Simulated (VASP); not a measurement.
# TiO2: single point with RPBE

The system is TiO2.

```
CELL_PARAMETERS angstrom
6.17150 -1.88911 -0.00959
6.17150 1.88911 -0.00959
-1.94380 0.00000 6.41336
ATOMIC_POSITIONS crystal
Ti 0.89950 0.89950 0.28896
Ti 0.19317 0.19317 0.27823
Ti 0.10050 0.10050 0.71104
Ti 0.80683 0.80683 0.72177
O 0.36112 0.36112 0.29237
O 0.26497 0.26497 0.65796
O 0.86796 0.86796 0.99705
O 0.73503 0.73503 0.34204
O 0.94217 0.94217 0.63088
O 0.13204 0.13204 0.00295
O 0.63888 0.63888 0.70763
O 0.05783 0.05783 0.36912
```

```yaml
Program: VASP 6.6.1
Task: single point
Functional: RPBE
Potentials_or_basis: VASP PAW PBE potentials, release 64 (Ti_sv, O)
Cutoff: 520 eV
k_mesh: 8 × 8 × 4
Occupations: fermi-dirac, width 0.05 eV
Spin: no spin polarisation
Dipole_correction: no
Further_INCAR_settings: ALGO = Normal; EDIFF = 1e-06; NBANDS = 60
```

| Property | Result |
| --- | --- |
| Pressure | 0.5 GPa |
| Largest force | 0.058 eV/Å |
| Band gap on the k mesh | 2.71 eV (least direct gap 2.90 eV) |

Forces in eV/Å, atoms in the order of the input:
```
Ti  -0.010  0.000  0.017
Ti  -0.005  0.000  0.058
Ti   0.010  0.000 -0.017
Ti   0.005  0.000 -0.058
O    0.011  0.000  0.001
O    0.003  0.000 -0.016
O    0.012  0.000  0.035
O   -0.003  0.000  0.016
O   -0.017  0.000 -0.009
O   -0.012  0.000 -0.035
O   -0.011  0.000 -0.001
O    0.017  0.000  0.009
```

Levels at points of the mesh, in eV from the valence-band top:
| k point | band 44 | band 45 | band 46 | band 47 | band 48 | band 49 | band 50 | band 51 | band 52 | band 53 |
| --- | --- | --- | --- | --- | --- | --- | --- | --- | --- | --- |
| (0.00, 0.00, 0.00) | -0.85 | -0.71 | -0.71 | -0.34 | -0.19 | 2.71 | 3.06 | 3.27 | 3.28 | 3.33 |
| (0.50, 0.00, 0.00) | -0.99 | -0.83 | -0.46 | -0.21 | -0.13 | 3.09 | 3.16 | 3.55 | 3.60 | 3.87 |
| (0.50, 0.50, 0.00) | -0.85 | -0.81 | -0.60 | -0.39 | -0.13 | 2.87 | 2.89 | 3.41 | 3.43 | 3.48 |
| (0.00, 0.00, 0.50) | -0.76 | -0.67 | -0.66 | -0.54 | -0.40 | 2.82 | 3.08 | 3.28 | 3.34 | 3.37 |
| (0.50, 0.00, 0.50) | -0.74 | -0.65 | -0.51 | -0.08 | -0.01 | 3.14 | 3.15 | 3.42 | 3.62 | 3.76 |
| (0.50, 0.50, 0.50) | -0.99 | -0.73 | -0.41 | -0.21 | -0.20 | 2.97 | 3.05 | 3.24 | 3.37 | 3.38 |

Run time: 40 min on 1 thread of Oxide Virtual Turin-like Processor, with other jobs on the host, peak memory 0.62 GiB.

Caveat: the PAW data sets were made with another functional, which shifts forces and pressure a little. A k mesh can miss the band edges.
